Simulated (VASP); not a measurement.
Write the native input for VASP 6.6.1 that does the following.

```yaml
Task: single point
Functional: BLYP
Dispersion: D3(BJ)
Potentials_or_basis: VASP PAW PBE potentials, release 64 (W_sv, Si)
Cutoff: 520 eV
k_mesh: 12 × 12 × 12
Occupations: fermi-dirac, width 0.05 eV
Spin: no spin polarisation
Dipole_correction: no
Further_INCAR_settings: ALGO = Normal; EDIFF = 1e-06; NBANDS = 18
```

The structure of Si2W lies in POSCAR:

```
Si2W
1.0
   -1.5973740243      1.5973740243      3.8870661838
    1.5973740243     -1.5973740243      3.8870661838
    1.5973740243      1.5973740243     -3.8870661838
W Si
1 2
Direct
    0.0000000000      0.0000000000      0.0000000000
    0.6654842769      0.6654842769      0.0000000000
    0.3345157231      0.3345157231      0.0000000000
```

These files were run (other wordings do the same):

INCAR

```
SYSTEM = Si2W
PREC = Accurate
ENCUT = 520
EDIFF = 1E-6
ISMEAR = -1
SIGMA = 0.05
LREAL = .False.
LASPH = .True.
NELM = 80
ALGO = Normal
ISIF = 2
LWAVE = .False.
LCHARG = .False.
GGA = B5
ALDAX = 1.0
AGGAX = 1.0
AGGAC = 1.0
ALDAC = 0.0
IVDW = 12
VDW_S6 = 1.0
VDW_S8 = 2.6996
VDW_A1 = 0.4298
VDW_A2 = 4.2359
NBANDS = 18
```

KPOINTS

```
Automatic mesh
0
Gamma
  12 12 12
  0 0 0
```

Potentials or basis: VASP PAW PBE potentials, release 64 (W_sv, Si).

Launch:

```sh
$ cat potpaw_PBE.64/W_sv/POTCAR potpaw_PBE.64/Si/POTCAR > POTCAR
$ mpirun -np 1 vasp_std > vasp.out
```

Results of the run:

```json
{
 "Pressure": "1.2 GPa",
 "Largest force": "0.014 eV/Å",
 "Band gap on the k mesh": "zero (band 11 reaches 13.44 eV, above the bottom of band 12 at 12.13 eV)",
 "Dispersion energy per atom": "-1.351 eV"
}
```

Caveat: the PAW data sets were made with another functional, which shifts forces and pressure a little; spin-orbit coupling is left out, which moves the levels of the heavy elements; pairwise dispersion overbinds metals, which lowers pressure and volume.

Wall time 76 s on 1 thread of Intel(R) Xeon(R) 6975P-C (Granite Rapids) (shared host), peak memory 0.27 GiB.
